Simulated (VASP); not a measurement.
Here is a VASP 6.6.1 calculation.

File INCAR:

```
  ALGO = Normal
  EDIFF = 1E-6
  ENCUT = 520
  GGA = CA
  ISIF = 2
  ISMEAR = -1
  LASPH = True
  LCHARG = False
  LREAL = False
  LWAVE = False
  NBANDS = 23
  NELM = 60
  PREC = Accurate
  SIGMA = 0.03
```

KPOINTS

```
k-points
0
Gamma
  6 6 6
```

Contents of POSCAR:

```
CsO
1.0
   -2.1668547950      3.2186837237      3.7788316351
    2.1668547950     -3.2186837237      3.7788316351
    2.1668547950      3.2186837237     -3.7788316351
Cs O
2 2
Direct
    0.2535603300      0.2535603300      0.0000000000
    0.7464396700      0.7464396700      0.0000000000
    0.6054771200      0.0000000000      0.6054771200
    0.3945228800      0.0000000000      0.3945228800
```

Potentials or basis: VASP PAW LDA potentials, release 64 (Cs_sv, O).

Run with:

```console
$ cat potpaw_LDA.64/Cs_sv/POTCAR potpaw_LDA.64/O/POTCAR > POTCAR
$ mpirun -np 1 vasp_std > vasp.out
```

Q: Predict the pressure.

A: -0.3 GPa.

Q: Predict the largest force.

A: 3.663 eV/Å.

Forces in eV/Å, atoms in the order of the input:
```
Cs   0.000  0.000  0.132
Cs   0.000  0.000 -0.132
O    0.000  3.663  0.000
O    0.000 -3.663  0.000
```

Caveat: the cell differs from its parent crystal (shortest bond scaled by 0.9); the stress differs along the axes, from -3 to 5 GPa; forces of over 1 eV/Å act on the atoms, so gaps and moduli don't describe the material at rest.
